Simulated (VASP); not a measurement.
Input of a VASP 6.6.1 run:

INCAR

```
  ALGO = Normal
  EDIFF = 1E-6
  ENCUT = 520
  GGA = PE
  ISIF = 2
  ISMEAR = 0
  IVDW = 12
  LASPH = True
  LCHARG = False
  LREAL = False
  LWAVE = False
  NBANDS = 20
  NELM = 100
  PREC = Accurate
  SIGMA = 0.05
```

The input KPOINTS:

```
k-points
0
Gamma
  9 9 4
```

File POSCAR:

```
WSe2
1.0
    3.1893814957      0.0000000000      0.0000000000
   -1.5946907479      2.7620853977      0.0000000000
    0.0000000000      0.0000000000      7.4047870187
W Se
1 2
Direct
    0.0000000000      0.0000000000      0.0000000000
    0.3333333333      0.6666666667      0.2405528385
    0.3333333333      0.6666666667      0.7594471615
```

Potentials or basis: VASP PAW PBE potentials, release 64 (W_sv, Se).

Run with:

```bash
$ cat potpaw_PBE.64/W_sv/POTCAR potpaw_PBE.64/Se/POTCAR > POTCAR
$ mpirun -np 1 vasp_std > vasp.out
```

Predict the band gap on the k mesh.

1.06 eV (least direct gap 1.84 eV).

Predict the largest force.

0.887 eV/Å.

Forces on the atoms (eV/Å):
```
W    0.000  0.000  0.000
Se   0.000  0.000 -0.887
Se   0.000  0.000  0.887
```

Caveat: spin-orbit coupling is left out, which moves the levels of the heavy elements; an odd mesh through Γ misses points on the zone boundary, where band edges can lie.
